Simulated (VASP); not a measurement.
# Si (P6_3/mmc) in VASP: a series of runs

Si is run at these levels: PBE, r2SCAN; tasks: single point.

Program: VASP 6.6.1. These are calculated values, not measurements. Logs are shortened: lines on timing, memory, paths and dates and some standing lists are left out, and cuts for length are marked.

### Step 1. The cell of the first run

Symmetry: P6_3/mmc, No. 194, hexagonal system. Conventional cell: a = 3.859 Å, b = 3.859 Å, c = 12.676 Å, α = 90.00°, β = 90.00°, γ = 120.00°. Within 3.1 Å of Si (site symmetry 3m) lie 4 Si at 2.36 to 2.37 Å. Si (site symmetry 3m) has 4 Si at 2.37 to 2.39 Å within 3.1 Å.

This isn't the form of Si at room conditions, which is diamond.

### Step 2. Single point, PBE

The input, INCAR:

```
PREC = Accurate ; ENCUT = 520
EDIFF = 1E-6 ; ISMEAR = -1
SIGMA = 0.02 ; LREAL = False
LASPH = True ; NELM = 60
ALGO = Normal ; ISIF = 2
LWAVE = False ; LCHARG = False
GGA = PE ; NBANDS = 26
```

The input, KPOINTS:

```
regular mesh
0
Gamma
  12 12 2
```

The input, POSCAR:

```
Si
1.0
    3.8589853015      0.0000000000      0.0000000000
   -1.9294926508      3.3419793039      0.0000000000
    0.0000000000      0.0000000000     12.6760053964
Si
8
Direct
    0.0000000000      0.0000000000      0.0005003176
    0.3333333333      0.6666666667      0.2496538929
    0.0000000000      0.0000000000      0.5005003176
    0.6666666667      0.3333333333      0.7496538929
    0.0000000000      0.0000000000      0.1869996824
    0.3333333333      0.6666666667      0.4378461071
    0.0000000000      0.0000000000      0.6869996824
    0.6666666667      0.3333333333      0.9378461071
```

Potentials or basis: VASP PAW PBE potentials, release 64 (Si).

Launch:

```console
$ cat potpaw_PBE.64/Si/POTCAR > POTCAR
$ mpirun -np 1 vasp_std > vasp.out
```

OUTCAR:

```text
PREC = Accurate
   ENCUT = 520
   EDIFF = 1E-6
   ISMEAR = -1
   LREAL = False
   LASPH = True
   NELM = 60
   ISIF = 2
   GGA = PE

 ion  position               nearest neighbor table
   1  0.000  0.000  0.001-   5 2.36   8 2.37   8 2.37   8 2.37
   2  0.333  0.667  0.250-   5 2.37   5 2.37   5 2.37   6 2.39
   3  0.000  0.000  0.501-   7 2.36   6 2.37   6 2.37   6 2.37
   4  0.667  0.333  0.750-   7 2.37   7 2.37   7 2.37   8 2.39
   5  0.000  0.000  0.187-   1 2.36   2 2.37   2 2.37   2 2.37
   6  0.333  0.667  0.438-   3 2.37   3 2.37   3 2.37   2 2.39
   7  0.000  0.000  0.687-   3 2.36   4 2.37   4 2.37   4 2.37
   8  0.667  0.333  0.938-   1 2.37   1 2.37   1 2.37   4 2.39

  LATTYP: Found a hexagonal cell.
 ALAT       =     3.8589853015
 C/A-ratio  =     3.2848027152

  Lattice vectors:

 A1 = (   3.8589853015,   0.0000000000,   0.0000000000)
 A2 = (  -1.9294926508,   3.3419793039,   0.0000000000)
 A3 = (   0.0000000000,   0.0000000000,  12.6760053964)

Analysis of symmetry for initial positions (statically):
=====================================================================
 Subroutine PRICEL returns:
 Original cell was already a primitive cell.

 Routine SETGRP: Setting up the symmetry group for a
 hexagonal supercell.

 Subroutine GETGRP returns: Found 24 space group operations
 (whereof  6 operations were pure point group operations)
 out of a pool of 24 trial point group operations.

The static configuration has the point symmetry C_3v.
 The point group associated with its full space group is D_6h.

Analysis of symmetry for dynamics (positions and initial velocities):
=====================================================================
 Subroutine PRICEL returns:
 Original cell was already a primitive cell.

 Routine SETGRP: Setting up the symmetry group for a
 hexagonal supercell.

 Subroutine GETGRP returns: Found 24 space group operations
 (whereof  6 operations were pure point group operations)
 out of a pool of 24 trial point group operations.

The dynamic configuration has the point symmetry C_3v.
 The point group associated with its full space group is D_6h.

 Subroutine INISYM returns: Found 24 space group operations
 (whereof  6 operations are pure point group operations),
 and found     1 'primitive' translations

----------------------------------------------------------------------------------------

                                     Primitive cell

  volume of cell :     163.4780

  direct lattice vectors                    reciprocal lattice vectors
     3.858985302  0.000000000  0.000000000     0.259135478  0.149611938  0.000000000
    -1.929492651  3.341979304  0.000000000     0.000000000  0.299223876  0.000000000
     0.000000000  0.000000000 12.676005396     0.000000000  0.000000000  0.078889206

  length of vectors
     3.858985302  3.858985301 12.676005396     0.299223876  0.299223876  0.078889206

  position of ions in fractional coordinates (direct lattice)
     0.000000000  0.000000000  0.000500318
     0.333333333  0.666666667  0.249653893
     0.000000000  0.000000000  0.500500318
     0.666666667  0.333333333  0.749653893
     0.000000000  0.000000000  0.186999682
     0.333333333  0.666666667  0.437846107
     0.000000000  0.000000000  0.686999682
     0.666666667  0.333333333  0.937846107

  ion indices of the primitive-cell ions
   primitive index   ion index
                 1           1
                 2           2
                 3           3
                 4           4
                 5           5
                 6           6
                 7           7
                 8           8

----------------------------------------------------------------------------------------

 KPOINTS: regular mesh

Automatic generation of k-mesh.
 Grid dimensions read from file:
 generate k-points for:   12   12    2

 Generating k-lattice:

  Cartesian coordinates                     Fractional coordinates (reciprocal lattice)
     0.021594623  0.012467661  0.000000000     0.083333333 -0.000000000  0.000000000
     0.000000000  0.024935323  0.000000000     0.000000000  0.083333333  0.000000000
     0.000000000  0.000000000  0.039444603     0.000000000  0.000000000  0.500000000

  Length of vectors
     0.024935323  0.024935323  0.039444603

  Shift w.r.t. Gamma in fractional coordinates (k-lattice)
     0.000000000  0.000000000  0.000000000

 Subroutine IBZKPT returns following result:
 ===========================================

 Found     38 irreducible k-points:

 Following reciprocal coordinates:
            Coordinates               Weight
  0.000000  0.000000  0.000000      1.000000
  0.083333  0.000000  0.000000      6.000000
  0.166667 -0.000000  0.000000      6.000000
  0.250000  0.000000  0.000000      6.000000
  0.333333  0.000000  0.000000      6.000000
  0.416667  0.000000  0.000000      6.000000
[... 16 lines left out ...]
  0.250000  0.000000  0.500000      6.000000
  0.333333  0.000000  0.500000      6.000000
 [... further k-points ...]
   k-points           NKPTS =     38   k-points in BZ     NKDIM =     38   number of bands    NBANDS=     26
   number of dos      NEDOS =    301   number of ions     NIONS =      8
   total plane-waves  NPLWV =  86400
   dimension x,y,z NGX =    30 NGY =   30 NGZ =   96
   dimension x,y,z NGXF=    60 NGYF=   60 NGZF=  192
   ions per type =               8
   NGX,Y,Z   is equivalent  to a cutoff of  12.92, 12.92, 12.59 a.u.
   NGXF,Y,Z  is equivalent  to a cutoff of  25.85, 25.85, 25.18 a.u.
 SYSTEM =  unknown system
   PREC   = accura    normal or accurate (medium, high low for compatibility)
   ISTART =      0    job   : 0-new  1-cont  2-samecut
   ICHARG =      2    charge: 1-file 2-atom 10-const
   ISPIN  =      1    spin polarized calculation?
   LNONCOLLINEAR =      F non collinear calculations
   LSORBIT =      F    spin-orbit coupling
   LASPH  =      T    aspherical Exc in radial PAW
   ENCUT  =  520.0 eV  38.22 Ry    6.18 a.u.   7.18  7.18 23.57*2*pi/ulx,y,z
   NELM   =     60;   NELMIN=  2; NELMDL= -5     # of ELM steps
   EDIFF  = 0.1E-05   stopping-criterion for ELM
   LREAL  =      F    real-space projection
   EDIFFG = 0.1E-04   stopping-criterion for IOM
   NSW    =      0    number of steps for IOM
   IBRION =     -1    ionic relax: 0-MD 1-quasi-New 2-CG
   NFREE  =      0    steps in history (QN), initial steepest desc. (CG)
   ISIF   =      2    stress and relaxation
   ISYM   =      2    0-nonsym 1-usesym 2-fastsym
   POTIM  = 0.5000    time-step for ionic-motion
   TEBEG  =    0.0;   TEEND  =   0.0 temperature during run
   PSTRESS=    0.0 pullay stress
   NELECT =      32.0000    total number of electrons
   NUPDOWN=      -1.0000    fix difference up-down
   EMIN   =  10.00;   EMAX   =-10.00  energy-range for DOS
   EFERMI =   0.00;   METHOD = LEGACY
   ISMEAR =    -1;   SIGMA  =   0.02  broadening in eV -4-tet -1-fermi 0-gaus
   EFERMI_NEDOS =   21; number of points for ismear=-14 and -15
   IALGO  =     38    algorithm
   IMIX   =      4    mixing-type and parameters
     AMIX     =   0.40;   BMIX     =  1.00
     AMIX_MAG =   1.60;   BMIX_MAG =  1.00
  volume/ion in A,a.u.               =      20.43       137.90
  Fermi-wavevector in a.u.,A,eV,Ry     =   0.950543  1.796266 12.293297  0.903532
  Thomas-Fermi vector in A             =   2.078929
   LORBIT       =      0    0 simple, 1 ext, 2 COOP (PROOUT), +10 PAW based schemes
   GGA     = PE    functional components
   LHFCALC =     F    Hartree Fock is set to
   AEXX    =    0.0000 exact exchange contribution
   IVDW    =     0    specifies the selected vdW correction
   LEPSILON=     F    determine dielectric tensor
   LRPA    =     F    only Hartree local field effects (RPA)
 non-spin polarized calculation
  energy-cutoff  :      520.00
  volume of cell :      163.48
 maximum number of plane-waves:      4428
 NGX is ok and might be reduce to    30
   NGX = 15   NGY = 15   NGZ = 47

 number of electron      32.0000002 magnetization

 Free energy of the ion-electron system (eV)
  ---------------------------------------------------
  ext. energy  EPLUGINS =         0.00000000
  ---------------------------------------------------
  free energy    TOTEN  =       -43.37107415 eV

  energy without entropy =      -43.37107414  energy(sigma->0) =      -43.37107415

 E-fermi :   6.0197     XC(G=0):  -9.3281

 val. band max:        5.7295644406   @ k =   0.0000   0.0000   0.0000
 cond. band min:       6.3342153643   @ k =   0.5000   0.0000   0.0000
 fundamental gap:      0.6046509237
 Fermi energy:         6.0197259113

 k-point     1 :       0.0000    0.0000    0.0000
  band No.  band energies     occupation
      1      -6.2067      2.00000
      2      -5.4326      2.00000
      3      -5.4178      2.00000
      4      -3.9436      2.00000
      5      -1.2561      2.00000
      6       1.6896      2.00000
[... 18 lines left out ...]
     25       8.9234      0.00000
     26       9.3301      0.00000

 k-point     2 :       0.0833    0.0000    0.0000
  band No.  band energies     occupation
      1      -6.1271      2.00000
      2      -5.3536      2.00000
      3      -5.3393      2.00000
      4      -3.8630      2.00000
      5      -1.2164      2.00000
      6       1.6903      2.00000
[... 18 lines left out ...]
     25       8.9846      0.00000
     26       9.4936      0.00000

 k-point     3 :       0.1667   -0.0000    0.0000
  band No.  band energies     occupation
      1      -5.8901      2.00000
      2      -5.1189      2.00000
      3      -5.1064      2.00000
      4      -3.6232      2.00000
      5      -1.1257      2.00000
      6       1.5835      2.00000
[... 572 lines left out ...]
 k-point    23 :       0.2500    0.0000    0.5000
  band No.  band energies     occupation
      1      -5.3065      2.00000
      2      -5.3065      2.00000
      3      -3.8683      2.00000
      4      -3.8683      2.00000
      5      -0.2675      2.00000
      6      -0.2675      2.00000
[... 18 lines left out ...]
     25      10.3460      0.00000
     26      10.3460      0.00000

 k-point    24 :       0.3333    0.0000    0.5000
  band No.  band energies     occupation
      1      -4.7925      2.00000
      2      -4.7925      2.00000
      3      -3.3849      2.00000
      4      -3.3849      2.00000
      5      -0.7850      2.00000
      6      -0.7850      2.00000
[... 18 lines left out ...]
     25       9.7672      0.00000
     26       9.7672      0.00000

 [... further k-points ...]

------------------------ aborting loop because EDIFF is reached ----------------------------------------

  FORCE on cell =-STRESS in cart. coord.  units (eV):
  Direction    XX          YY          ZZ          XY          YZ          ZX
  --------------------------------------------------------------------------------------
  -------------------------------------------------------------------------------------
  Total       -0.0767099     -0.0767099     -0.0787169      0.0000000     -0.0000000      0.0000000
  in kB       -0.7518010     -0.7518010     -0.7714705      0.0000000     -0.0000000      0.0000000
  external PRESSURE =      -0.7583575 kB  Pullay stress =       0.0000000 kB

 VOLUME and BASIS-vectors are now :
 -----------------------------------------------------------------------------
  energy-cutoff  :      520.00
  volume of cell :      163.48
      direct lattice vectors                 reciprocal lattice vectors
     3.858985302  0.000000000  0.000000000     0.259135478  0.149611938  0.000000000
    -1.929492651  3.341979304  0.000000000     0.000000000  0.299223876  0.000000000
     0.000000000  0.000000000 12.676005396     0.000000000  0.000000000  0.078889206

 POSITION                                       TOTAL-FORCE (eV/Angst)
 -----------------------------------------------------------------------------------
      0.00000      0.00000      0.00634        -0.000000      0.000000     -0.000028
     -0.00000      2.22799      3.16461        -0.000000     -0.000000     -0.000252
      0.00000      0.00000      6.34434        -0.000000     -0.000000     -0.000028
      1.92949      1.11399      9.50262        -0.000000      0.000000     -0.000252
      0.00000      0.00000      2.37041         0.000000     -0.000000      0.000028
     -0.00000      2.22799      5.55014         0.000000     -0.000000      0.000252
      0.00000      0.00000      8.70841        -0.000000     -0.000000      0.000028
      1.92949      1.11399     11.88814         0.000000      0.000000      0.000252
 -----------------------------------------------------------------------------------
    total drift:                               -0.000000      0.000000     -0.000000

  FREE ENERGIE OF THE ION-ELECTRON SYSTEM (eV)
  ---------------------------------------------------
  free  energy   TOTEN  =       -43.3710741488 eV

  energy  without entropy=      -43.3710741442  energy(sigma->0) =      -43.37107415
```

Run time: 2.3 min. Hardware: 1 thread of Intel Xeon Platinum 8259CL at 2.50GHz (Skylake/Cascade Lake), shared host; peak memory 0.32 GiB.

Results:

```yaml
Free_energy: -43.3711 eV
Pressure: -0.1 GPa
Band_gap_on_the_k_mesh: 0.60 eV (least direct gap 1.23 eV)
```

Caveat: semilocal functionals underestimate gaps, and a narrow one can read as zero. A k mesh can miss the band edges.

### Step 3. Single point, r2SCAN

This run uses another cell than the first one, of 20.15 Å³/atom.

The input, POSCAR:

```
Si
1.0
    3.8401748445      0.0000000000      0.0000000000
   -1.9200874223      3.3256889703      0.0000000000
    0.0000000000      0.0000000000     12.6236709107
Si
8
Direct
    0.0000000000      0.0000000000      0.0005516775
    0.3333333333      0.6666666667      0.2496687365
    0.0000000000      0.0000000000      0.5005516775
    0.6666666667      0.3333333333      0.7496687365
    0.0000000000      0.0000000000      0.1869483225
    0.3333333333      0.6666666667      0.4378312635
    0.0000000000      0.0000000000      0.6869483225
    0.6666666667      0.3333333333      0.9378312635
```

The input, INCAR.step1:

```
SYSTEM = Si
PREC = Accurate ; ENCUT = 520
ISMEAR = -1 ; SIGMA = 0.02
LREAL = .False. ; LASPH = .True.
NELM = 100 ; NBANDS = 26
GGA = PE ; ALGO = Normal
EDIFF = 1E-4 ; LWAVE = .True.
LCHARG = .False.
```

The input, INCAR.step2:

```
SYSTEM = Si
PREC = Accurate ; ENCUT = 520
EDIFF = 1E-7 ; ISMEAR = -1
SIGMA = 0.02 ; LREAL = .False.
LASPH = .True. ; NELM = 100
ALGO = Normal ; ISIF = 2
LWAVE = .False. ; LCHARG = .True.
METAGGA = R2SCAN ; LMIXTAU = .True.
LELF = .True. ; LVHAR = .True.
NBANDS = 26 ; ISTART = 1
```

The input, KPOINTS:

```
regular mesh
0
Gamma
  12 12 2
  0 0 0
```

Potentials or basis: VASP PAW PBE potentials, release 64 (Si).

Launch:

```console
$ cat potpaw_PBE.64/Si/POTCAR > POTCAR
$ cp INCAR.step1 INCAR
$ mpirun -np 1 vasp_std > vasp.out
$ cp INCAR.step2 INCAR
$ mpirun -np 1 vasp_std > vasp.out
```

It took 11 min on 1 thread of Intel Xeon Platinum 8259CL at 2.50GHz (Skylake/Cascade Lake), shared host; peak memory 0.36 GiB.

Results (log left out):

- Free energy: -70.1659 eV
- Pressure: -0.2 GPa
- Band gap on the k mesh: 0.78 eV (least direct gap 1.62 eV)

Levels at points of the mesh, in eV from the valence-band top:
```
           k point  band 12  band 13  band 14  band 15  band 16  band 17  band 18  band 19  band 20  band 21
(0.00, 0.00, 0.00)    -0.80    -0.80    -0.17     0.00     0.00     1.62     2.08     2.47     2.49     2.49
(0.50, 0.00, 0.00)    -2.43    -2.42    -2.34    -1.80    -1.39     0.78     1.00     1.37     1.67     1.78
(0.00, 0.00, 0.50)    -1.29    -0.32    -0.32    -0.32    -0.32     1.77     1.77     2.83     2.83     2.83
(0.50, 0.00, 0.50)    -2.92    -2.57    -2.57    -1.76    -1.76     0.98     0.98     2.22     2.22     2.43
```

Caveat: semilocal functionals underestimate gaps, and a narrow one can read as zero; the PAW data sets were made with another functional, which shifts forces and pressure a little. A k mesh can miss the band edges.

### Step 4. Single point, r2SCAN

This run uses another cell than the first one, of 20.15 Å³/atom.

POSCAR is that of step 3.

The input, INCAR.step1:

```
ALGO     = Normal         # electronic algorithm
EDIFF    = 1E-4           # SCF threshold, eV
ENCUT    = 520            # plane-wave cutoff, eV
GGA      = PE             # functional
ISMEAR   = 0              # smearing method
LASPH    = True           # aspherical terms in the spheres
LCHARG   = False          # write CHGCAR
LREAL    = False          # projectors in reciprocal space
LWAVE    = True           # write WAVECAR
NBANDS   = 26             # bands
NELM     = 60             # most SCF steps
PREC     = Accurate       # precision mode
SIGMA    = 0.01           # smearing width, eV
```

The input, INCAR.step2:

```
ALGO     = Normal         # electronic algorithm
EDIFF    = 1E-7           # SCF threshold, eV
ENCUT    = 520            # plane-wave cutoff, eV
ISIF     = 2              # what is computed and relaxed
ISMEAR   = 0              # smearing method
ISTART   = 1            
LASPH    = True           # aspherical terms in the spheres
LCHARG   = False          # write CHGCAR
LMIXTAU  = True         
LREAL    = False          # projectors in reciprocal space
LWAVE    = False          # write WAVECAR
METAGGA  = R2SCAN         # meta-GGA
NBANDS   = 26             # bands
NELM     = 60             # most SCF steps
PREC     = Accurate       # precision mode
SIGMA    = 0.01           # smearing width, eV
```

The input, KPOINTS:

```
k-points
0
Gamma
  12 12 2
```

Launch:

```console
$ cat potpaw_PBE.64/Si/POTCAR > POTCAR
$ cp INCAR.step1 INCAR
$ mpirun -np 1 vasp_std > vasp.out
$ cp INCAR.step2 INCAR
$ mpirun -np 1 vasp_std > vasp.out
```

Run time: 18 min. Hardware: 1 thread of Oxide Virtual Turin-like, shared host; peak memory 0.33 GiB.

Results (log left out):

| Item | Value |
| --- | --- |
| Free energy | -70.1659 eV |
| Pressure | -0.2 GPa |
| Band gap on the k mesh | 0.78 eV (least direct gap 1.62 eV) |

Levels at points of the mesh, in eV from the valence-band top:
```csv
k point,band 12,band 13,band 14,band 15,band 16,band 17,band 18,band 19,band 20,band 21
"(0.00, 0.00, 0.00)",-0.80,-0.80,-0.17,0.00,0.00,1.62,2.08,2.47,2.49,2.49
"(0.50, 0.00, 0.00)",-2.43,-2.42,-2.34,-1.80,-1.39,0.78,1.00,1.37,1.67,1.78
"(0.00, 0.00, 0.50)",-1.29,-0.32,-0.32,-0.32,-0.32,1.77,1.77,2.83,2.83,2.83
"(0.50, 0.00, 0.50)",-2.92,-2.57,-2.57,-1.76,-1.76,0.98,0.98,2.22,2.22,2.43
```

Caveat: semilocal functionals underestimate gaps, and a narrow one can read as zero; the PAW data sets were made with another functional, which shifts forces and pressure a little. A k mesh can miss the band edges.

### Step 5. The runs side by side

```tsv
level	cell	smearing	gap on the mesh (eV)	pressure (GPa)
PBE	a = 3.859, b = 3.859, c = 12.676 Å, angles 90.0, 90.0, 120.0°, 8 atoms, atomic positions A	fermi-dirac 0.02 eV	0.60	-0.1
r2SCAN	a = 3.840, b = 3.840, c = 12.624 Å, angles 90.0, 90.0, 120.0°, 8 atoms, atomic positions B	fermi-dirac 0.02 eV	0.78	-0.2
r2SCAN	a = 3.840, b = 3.840, c = 12.624 Å, angles 90.0, 90.0, 120.0°, 8 atoms, atomic positions B	gaussian 0.01 eV	0.78	-0.2
```

Alike in all rows: task single point; potentials or basis VASP PAW PBE potentials, release 64 (Si); no spin polarisation; k mesh 12 × 12 × 2; cutoff (eV) 520.

Caveats: semilocal functionals underestimate gaps, and a narrow one can read as zero; the PAW data sets were made with another functional, which shifts forces and pressure a little (at least some runs).

Total energies depend on the potentials used, so only differences within one code and one set of settings carry meaning.
